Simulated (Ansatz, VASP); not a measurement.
**In2As2H in VASP and in Ansatz**

```
As In H
1.0
     4.32207    0.00000    0.00000
    -2.16104    3.74302    0.00000
     0.00000    0.00000   21.73869
As In H
2 2 1
Direct
  0.00000 0.00000 0.18400
  0.33333 0.66667 0.35571
  0.33333 0.66667 0.22459
  0.66667 0.33333 0.38819
  0.11111 0.44444 0.53999
```

Alike in both runs: task single point; functional PBE; dispersion D3(BJ); k mesh 6 × 6 × 1; occupations gaussian, width 0.1 eV; no spin polarisation.

|  | VASP | Ansatz |
| --- | --- | --- |
| version | VASP 6.6.1 | Ansatz 0.2.0 |
| potentials or method | VASP PAW PBE potentials, release 64 (As, In_d, H), cutoff 520 eV | scalar-relativistic, plane waves, PAW |
| valence electrons in the cell | 37 | 57 |

VASP gave:

```
gap on the k mesh at the Fermi level (eV) : none
rms of the force components (eV/Å)        : 0.152
```

Question: Estimate Ansatz's values.

Answer: gap on the k mesh at the Fermi level (eV): none; rms of the force components (eV/Å): 0.150.

A gap of «none» marks a metal or a gap that the smearing closes. VASP's potentials hold 37 valence electrons a cell and Ansatz's 57, so a difference there can come from the potentials and not from the codes.
